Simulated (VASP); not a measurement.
# Si (P6/mmm) in VASP: further runs, part 2 of 2

VASP 6.6.1.

### Step 3. Single point, HSE06

This run uses another cell than the first one, of 18.74 Å³/atom.

Input file POSCAR:

```
Si
1.0
    4.0652546591      0.0000000000      0.0000000000
   -2.0326223971      3.5206163846      0.0000000000
    0.0000000000      0.0000000000      2.6189100611
Si
2
Direct
    0.3333300000      0.6666700000      0.5000000000
    0.6666700000      0.3333300000      0.5000000000
```

Input file INCAR.step1:

```
ALGO     = Normal         # electronic algorithm
EDIFF    = 1E-5           # SCF threshold, eV
ENCUT    = 520            # plane-wave cutoff, eV
GGA      = PE             # functional
ISIF     = 2              # what is computed and relaxed
ISMEAR   = -1             # smearing method
LASPH    = T              # aspherical terms in the spheres
LREAL    = F              # projectors in reciprocal space
LWAVE    = T              # write WAVECAR
NBANDS   = 11             # bands
NELM     = 100            # most SCF steps
PREC     = Accurate       # precision mode
SIGMA    = 0.05           # smearing width, eV
```

Input file INCAR.step2:

```
ALGO     = Normal         # electronic algorithm
EDIFF    = 1E-6           # SCF threshold, eV
ENCUT    = 520            # plane-wave cutoff, eV
GGA      = PE             # functional
HFSCREEN = 0.2079         # screening, 1/A
ISIF     = 2              # what is computed and relaxed
ISMEAR   = -1             # smearing method
ISTART   = 1            
LASPH    = T              # aspherical terms in the spheres
LCHARG   = T              # write CHGCAR
LELF     = T              # ELF
LHFCALC  = T              # exact exchange
LREAL    = F              # projectors in reciprocal space
LVHAR    = T            
LWAVE    = F              # write WAVECAR
NBANDS   = 11             # bands
NELM     = 100            # most SCF steps
PREC     = Accurate       # precision mode
PRECFOCK = Normal       
SIGMA    = 0.05           # smearing width, eV
```

Input file KPOINTS:

```
k-points
0
Gamma
  4 4 5
```

Potentials or basis: VASP PAW PBE potentials, release 64 (Si).

The run is started by

```
> cat potpaw_PBE.64/Si/POTCAR > POTCAR
> cp INCAR.step1 INCAR
> mpirun -np 1 vasp_std > vasp.out
> cp INCAR.step2 INCAR
> mpirun -np 1 vasp_std > vasp.out
```

OUTCAR:

```text
EDIFF = 1E-6
   ENCUT = 520
   GGA = PE
   HFSCREEN = 0.2079
   ISIF = 2
   ISMEAR = -1
   ISTART = 1
   LASPH = T
   LHFCALC = T
   LREAL = F
   NELM = 100
   PREC = Accurate
   PRECFOCK = Normal

 ion  position               nearest neighbor table
   1  0.333  0.667  0.500-   2 2.35   2 2.35   2 2.35
   2  0.667  0.333  0.500-   1 2.35   1 2.35   1 2.35

  LATTYP: Found a hexagonal cell.
 ALAT       =     4.0652546591
 C/A-ratio  =     0.6442179594

  Lattice vectors:

 A1 = (   4.0652546591,   0.0000000000,   0.0000000000)
 A2 = (  -2.0326223971,   3.5206163846,   0.0000000000)
 A3 = (   0.0000000000,   0.0000000000,   2.6189100611)

Analysis of symmetry for initial positions (statically):
=====================================================================
 Subroutine PRICEL returns:
 Original cell was already a primitive cell.

 Routine SETGRP: Setting up the symmetry group for a
 hexagonal supercell.

 Subroutine GETGRP returns: Found  8 space group operations
 (whereof  8 operations were pure point group operations)
 out of a pool of 24 trial point group operations.

The static configuration has the point symmetry D_2h.

Analysis of symmetry for dynamics (positions and initial velocities):
=====================================================================
 Subroutine PRICEL returns:
 Original cell was already a primitive cell.

 Routine SETGRP: Setting up the symmetry group for a
 hexagonal supercell.

 Subroutine GETGRP returns: Found  8 space group operations
 (whereof  8 operations were pure point group operations)
 out of a pool of 24 trial point group operations.

The dynamic configuration has the point symmetry D_2h.

 Subroutine INISYM returns: Found  8 space group operations
 (whereof  8 operations are pure point group operations),
 and found     1 'primitive' translations

----------------------------------------------------------------------------------------

                                     Primitive cell

  volume of cell :      37.4824

  direct lattice vectors                    reciprocal lattice vectors
     4.065254659  0.000000000  0.000000000     0.245987050  0.142020241  0.000000000
    -2.032622397  3.520616385  0.000000000     0.000000000  0.284041171  0.000000000
     0.000000000  0.000000000  2.618910061     0.000000000  0.000000000  0.381838237

  length of vectors
     4.065254659  4.065254425  2.618910061     0.284041154  0.284041171  0.381838237

  position of ions in fractional coordinates (direct lattice)
     0.333330000  0.666670000  0.500000000
     0.666670000  0.333330000  0.500000000

  ion indices of the primitive-cell ions
   primitive index   ion index
                 1           1
                 2           2

----------------------------------------------------------------------------------------

 KPOINTS: k-points

Automatic generation of k-mesh.
 Grid dimensions read from file:
 generate k-points for:    4    4    5

 Generating k-lattice:

  Cartesian coordinates                     Fractional coordinates (reciprocal lattice)
     0.061496762  0.035505060  0.000000000     0.250000000  0.000000000  0.000000000
[... 40 lines left out ...]
   dimension x,y,z NGX =    30 NGY =   30 NGZ =   20
   dimension x,y,z NGXF=    60 NGYF=   60 NGZF=   40
   ions per type =               2
   NGX,Y,Z   is equivalent  to a cutoff of  12.27, 12.27, 12.70 a.u.
   NGXF,Y,Z  is equivalent  to a cutoff of  24.54, 24.54, 25.39 a.u.
 SYSTEM =  unknown system
   PREC   = accura    normal or accurate (medium, high low for compatibility)
   ISTART =      1    job   : 0-new  1-cont  2-samecut
   ICHARG =      0    charge: 1-file 2-atom 10-const
   ISPIN  =      1    spin polarized calculation?
   LNONCOLLINEAR =      F non collinear calculations
   LSORBIT =      F    spin-orbit coupling
   LASPH  =      T    aspherical Exc in radial PAW
   ENCUT  =  520.0 eV  38.22 Ry    6.18 a.u.   7.56  7.56  4.87*2*pi/ulx,y,z
   NELM   =    100;   NELMIN=  2; NELMDL=  0     # of ELM steps
   EDIFF  = 0.1E-05   stopping-criterion for ELM
   LREAL  =      F    real-space projection
   EDIFFG = 0.1E-04   stopping-criterion for IOM
   NSW    =      0    number of steps for IOM
   IBRION =     -1    ionic relax: 0-MD 1-quasi-New 2-CG
   NFREE  =      0    steps in history (QN), initial steepest desc. (CG)
   ISIF   =      2    stress and relaxation
   ISYM   =      3    0-nonsym 1-usesym 2-fastsym
   POTIM  = 0.5000    time-step for ionic-motion
   TEBEG  =    0.0;   TEEND  =   0.0 temperature during run
   PSTRESS=    0.0 pullay stress
   NELECT =       8.0000    total number of electrons
   NUPDOWN=      -1.0000    fix difference up-down
   EMIN   =  10.00;   EMAX   =-10.00  energy-range for DOS
   EFERMI =   0.00;   METHOD = LEGACY
   ISMEAR =    -1;   SIGMA  =   0.05  broadening in eV -4-tet -1-fermi 0-gaus
   EFERMI_NEDOS =   21; number of points for ismear=-14 and -15
   IALGO  =     38    algorithm
   IMIX   =      1    mixing-type and parameters
     AMIX     =   0.40;   BMIX     =  1.00
     AMIX_MAG =   1.60;   BMIX_MAG =  1.00
  volume/ion in A,a.u.               =      18.74       126.47
  Fermi-wavevector in a.u.,A,eV,Ry     =   0.978354  1.848820 13.023165  0.957176
  Thomas-Fermi vector in A             =   2.109122
   LORBIT       =      0    0 simple, 1 ext, 2 COOP (PROOUT), +10 PAW based schemes
   GGA     = PE    functional components
   LHFCALC =     T    Hartree Fock is set to
   PRECFOCK=normal    Normal, Fast or Accurate (Low or Medium for compatibility)
   ENCUT4O =  -1.0   cutoff for four orbital integrals eV
   NKREDX  =     1    reduce k-point grid by
   NKREDY  =     1    reduce k-point grid by
   NKREDZ  =     1    reduce k-point grid by
   AEXX    =    0.2500 exact exchange contribution
   HFSCREEN=    0.2079 screening length (either q_TF or 0.3 A-1)
   HFSCREENC=   0.2079 screening length for correlation (either q_TF or 0.3 A-1)
   ENCUTFOCK=  -1.0 apply spherical cutoff to Coloumb kernel
   IVDW    =     0    specifies the selected vdW correction
   LEPSILON=     F    determine dielectric tensor
   LRPA    =     F    only Hartree local field effects (RPA)
 non-spin polarized calculation
  energy-cutoff  :      520.00
  volume of cell :       37.48
 maximum number of plane-waves:      1030
  NGX = 24; NGY = 24; NGZ = 16

 number of electron       8.0000001 magnetization

 Free energy of the ion-electron system (eV)
  ---------------------------------------------------
  ext. energy  EPLUGINS =         0.00000000
  ---------------------------------------------------
  free energy    TOTEN  =       -11.70595276 eV

  energy without entropy =      -11.70441122  energy(sigma->0) =      -11.70518199

 E-fermi :   6.5458     XC(G=0):  -8.1442

 val. band max:        6.3107412009   @ k =   0.2500   0.0000   0.2000
 cond. band min:       6.7810276544   @ k =   0.2500   0.0000   0.4000
 fundamental gap:      0.4702864536
 Fermi energy:         6.5458080455

 k-point     1 :       0.0000    0.0000    0.0000
  band No.  band energies     occupation
      1      -7.8114      2.00000
      2       2.9782      2.00000
      3       2.9786      2.00000
      4       3.4991      2.00000
      5       8.0027      0.00000
      6       8.0031      0.00000
      7      12.5066      0.00000
      8      13.9906      0.00000
      9      16.2199      0.00000
     10      21.3975      0.00000
     11      23.7852      0.00000
[... 267 lines left out ...]
 k-point    21 :      -0.2500    0.5000    0.4000
  band No.  band energies     occupation
      1      -2.3386      2.00000
      2       0.1004      2.00000
      3       2.8876      2.00000
      4       3.3703      2.00000
      5       5.0996      2.00000
      6      10.2725      0.00000
      7      12.2737      0.00000
      8      12.3111      0.00000
      9      16.6836      0.00000
     10      17.3103      0.00000
     11      18.1925      0.00000

------------------------ aborting loop because EDIFF is reached ----------------------------------------

  FORCE on cell =-STRESS in cart. coord.  units (eV):
  Direction    XX          YY          ZZ          XY          YZ          ZX
  --------------------------------------------------------------------------------------
  -------------------------------------------------------------------------------------
  Total        1.3075028      1.3080062     -1.9635808      0.0004361      0.0000000      0.0000000
  in kB       55.8889786     55.9104943    -83.9329175      0.0186406      0.0000000      0.0000000
  external PRESSURE =       9.2888518 kB  Pullay stress =       0.0000000 kB

 VOLUME and BASIS-vectors are now :
 -----------------------------------------------------------------------------
  energy-cutoff  :      520.00
  volume of cell :       37.48
      direct lattice vectors                 reciprocal lattice vectors
     4.065254659  0.000000000  0.000000000     0.245987050  0.142020241  0.000000000
    -2.032622397  3.520616385  0.000000000     0.000000000  0.284041171  0.000000000
     0.000000000  0.000000000  2.618910061     0.000000000  0.000000000  0.381838237

 POSITION                                       TOTAL-FORCE (eV/Angst)
 -----------------------------------------------------------------------------------
     -0.00002      2.34709      1.30946         0.000596     -0.000344      0.000000
      2.03265      1.17353      1.30946        -0.000596      0.000344      0.000000
 -----------------------------------------------------------------------------------
    total drift:                               -0.000000      0.000000     -0.000000

  FREE ENERGIE OF THE ION-ELECTRON SYSTEM (eV)
  ---------------------------------------------------
  free  energy   TOTEN  =       -11.7059527615 eV

  energy  without entropy=      -11.7044112202  energy(sigma->0) =      -11.70518199
```

Run time: 3.7 min. Hardware: 1 thread of Intel Xeon Platinum 8259CL at 2.50GHz (Skylake/Cascade Lake), shared host; peak memory 0.25 GiB.

What came out:

| Property | Result |
| --- | --- |
| Free energy | -11.7060 eV |
| Pressure | 0.9 GPa |
| Band gap on the k mesh | zero (bands 4 and 5 overlap by 3.83 eV) |

Stress tensor (GPa, compression positive):
```
 5.59  0.00  0.00
 0.00  5.59  0.00
 0.00  0.00 -8.39
```

Caveat: the k points lie up to 0.48 Å⁻¹ apart, too coarse for converged energies and pressures of a metal; the PAW data sets were made with another functional, which shifts forces and pressure a little.

### Step 4. Single point, HSE06

This run uses another cell than the first one, of 19.13 Å³/atom.

Input file POSCAR:

```
Si
1.0
    4.0932917841      0.0000000000      0.0000000000
   -2.0466409256      3.5448972649      0.0000000000
    0.0000000000      0.0000000000      2.6369720806
Si
2
Direct
    0.3333300000      0.6666700000      0.5000000000
    0.6666700000      0.3333300000      0.5000000000
```

Input file INCAR.step1:

```
PREC = Accurate ; ENCUT = 520
EDIFF = 1E-5 ; ISMEAR = -1
SIGMA = 0.05 ; LREAL = F
LASPH = T ; NELM = 80
ALGO = Normal ; ISIF = 2
LWAVE = T ; NBANDS = 11
GGA = PE
```

Input file INCAR.step2:

```
PREC = Accurate ; ENCUT = 520
EDIFF = 1E-6 ; ISMEAR = -1
SIGMA = 0.05 ; LREAL = F
LASPH = T ; NELM = 80
ALGO = Normal ; ISIF = 2
LWAVE = F ; LCHARG = T
GGA = PE ; LHFCALC = T
HFSCREEN = 0.2079 ; PRECFOCK = Normal
LELF = T ; LVHAR = T
NBANDS = 11 ; ISTART = 1
```

Input file KPOINTS:

```
Automatic mesh
0
Gamma
  4 4 5
```

Potentials or basis: VASP PAW PBE potentials, release 64 (Si).

The run is started by

```
> cat potpaw_PBE.64/Si/POTCAR > POTCAR
> cp INCAR.step1 INCAR
> mpirun -np 1 vasp_std > vasp.out
> cp INCAR.step2 INCAR
> mpirun -np 1 vasp_std > vasp.out
```

OUTCAR:

```text
PREC = Accurate
   ENCUT = 520
   EDIFF = 1E-6
   ISMEAR = -1
   LREAL = F
   LASPH = T
   NELM = 80
   ISIF = 2
   GGA = PE
   LHFCALC = T
   HFSCREEN = 0.2079
   PRECFOCK = Normal
   ISTART = 1

 ion  position               nearest neighbor table
   1  0.333  0.667  0.500-   2 2.36   2 2.36   2 2.36
   2  0.667  0.333  0.500-   1 2.36   1 2.36   1 2.36

  LATTYP: Found a hexagonal cell.
 ALAT       =     4.0932917841
[... 484 lines left out ...]
     11      17.8551      0.00000

------------------------ aborting loop because EDIFF is reached ----------------------------------------

  FORCE on cell =-STRESS in cart. coord.  units (eV):
  Direction    XX          YY          ZZ          XY          YZ          ZX
  --------------------------------------------------------------------------------------
  -------------------------------------------------------------------------------------
  Total        0.8119636      0.8124306     -2.3230380      0.0004046      0.0000000      0.0000000
  in kB       33.9989286     34.0184839    -97.2713626      0.0169400      0.0000000      0.0000000
  external PRESSURE =      -9.7513167 kB  Pullay stress =       0.0000000 kB

 VOLUME and BASIS-vectors are now :
 -----------------------------------------------------------------------------
  energy-cutoff  :      520.00
  volume of cell :       38.26
      direct lattice vectors                 reciprocal lattice vectors
     4.093291784  0.000000000  0.000000000     0.244302154  0.141047469  0.000000000
    -2.046640926  3.544897265  0.000000000     0.000000000  0.282095622  0.000000000
     0.000000000  0.000000000  2.636972081     0.000000000  0.000000000  0.379222824

 POSITION                                       TOTAL-FORCE (eV/Angst)
 -----------------------------------------------------------------------------------
     -0.00002      2.36328      1.31849         0.000571     -0.000330      0.000000
      2.04667      1.18162      1.31849        -0.000571      0.000330      0.000000
 -----------------------------------------------------------------------------------
    total drift:                                0.000000      0.000000      0.000000

  FREE ENERGIE OF THE ION-ELECTRON SYSTEM (eV)
  ---------------------------------------------------
  free  energy   TOTEN  =       -11.7058519113 eV

  energy  without entropy=      -11.7042363430  energy(sigma->0) =      -11.70504413
```

It took 3.6 min on 1 thread of Intel Xeon Platinum 8259CL at 2.50GHz (Skylake/Cascade Lake), shared host; peak memory 0.25 GiB.

What came out:

* Free energy: -11.7059 eV
* Pressure: -1.0 GPa
* Band gap on the k mesh: zero (bands 4 and 5 overlap by 3.77 eV)

Caveat: the k points lie up to 0.48 Å⁻¹ apart, too coarse for converged energies and pressures of a metal; the PAW data sets were made with another functional, which shifts forces and pressure a little.

### Step 5. Summary

| cell | gap on the mesh (eV) | pressure (GPa) |
| --- | --- | --- |
| a = 4.037, b = 4.037, c = 2.601 Å, angles 90.0, 90.0, 120.0°, 2 atoms | none | 3.0 |
| a = 4.065, b = 4.065, c = 2.619 Å, angles 90.0, 90.0, 120.0°, 2 atoms | none | 0.9 |
| a = 4.093, b = 4.093, c = 2.637 Å, angles 90.0, 90.0, 120.0°, 2 atoms | none | -1.0 |

Alike in all rows: task single point; level HSE06; potentials or basis VASP PAW PBE potentials, release 64 (Si); no spin polarisation; k mesh 4 × 4 × 5; cutoff (eV) 520; smearing fermi-dirac 0.05 eV.

Caveats: all runs use coarse meshes; the PAW data sets were made with another functional, which shifts forces and pressure a little.

Absolute energies hang on the potentials; compare differences alone.

The gap in the log of VASP goes by the Fermi energy; the results here count the filled bands.